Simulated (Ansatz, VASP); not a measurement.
## PbSe: VASP beside Ansatz

INCAR

```
ALGO = Normal ; EDIFF = 1E-6
ENCUT = 520 ; GGA = PE
ISIF = 2 ; ISMEAR = 0
IVDW = 12 ; LASPH = True
LCHARG = True ; LELF = True
LREAL = False ; LVHAR = True
LWAVE = False ; NBANDS = 17
NELM = 100 ; PREC = Accurate
SIGMA = 0.03
```

KPOINTS

```
k-points
0
Gamma
  10 10 10
```

Contents of POSCAR:

```
PbSe
1.0
    0.0000000000      2.8923732923      3.0349672956
    2.8923732923      0.0000000000      3.0349672956
    2.8923732923      2.8923732923      0.0000000000
Pb Se
1 1
Direct
    0.0000000000      0.0000000000      0.0000000000
    0.5000000000      0.5000000000      0.5000000000
```

Input for Ansatz:

```yaml
crystal:
  lattice:
    - [0.0, 2.8923732923, 3.0349672956]
    - [2.8923732923, 0.0, 3.0349672956]
    - [2.8923732923, 2.8923732923, 0.0]
  atoms:
    - { symbol: Pb, position: [0.0, 0.0, 0.0] }
    - { symbol: Se, position: [0.5, 0.5, 0.5] }
basis:
  ecutwfc: 420
kpoints:
  mp_grid: { grid: [10, 10, 10] }
hamiltonian:
  xc: pbe
  dispersion: d3bj
scf:
  occupations: { method: gaussian, width: 0.03 }
output:
  forces: true
  stress: true
  eigenvalues: true
```

Alike in both runs: task single point; functional PBE; dispersion D3(BJ); k mesh 10 × 10 × 10; occupations gaussian, width 0.03 eV; no spin polarisation.

|  | VASP | Ansatz |
| --- | --- | --- |
| version | VASP 6.6.1 | Ansatz 0.2.0 |
| potentials or method | VASP PAW PBE potentials, release 64 (Pb_d, Se), cutoff 520 eV | scalar-relativistic, plane waves, PAW |
| valence electrons in the cell | 20 | 30 |

```tsv
	VASP	Ansatz	Ansatz less VASP
gap on the k mesh at the Fermi level (eV)	0.27	0.28	+0.006
least direct gap on the mesh (eV)	0.27	0.28	+0.006
pressure (GPa)	9.1	9.1	0.00
traceless stress, the component that is largest in VASP (GPa)	-6.35	-6.34	+0.012
```

VASP's potentials hold 20 valence electrons a cell and Ansatz's 30, so a difference there can come from the potentials and not from the codes.

Neither program's run includes spin-orbit coupling.
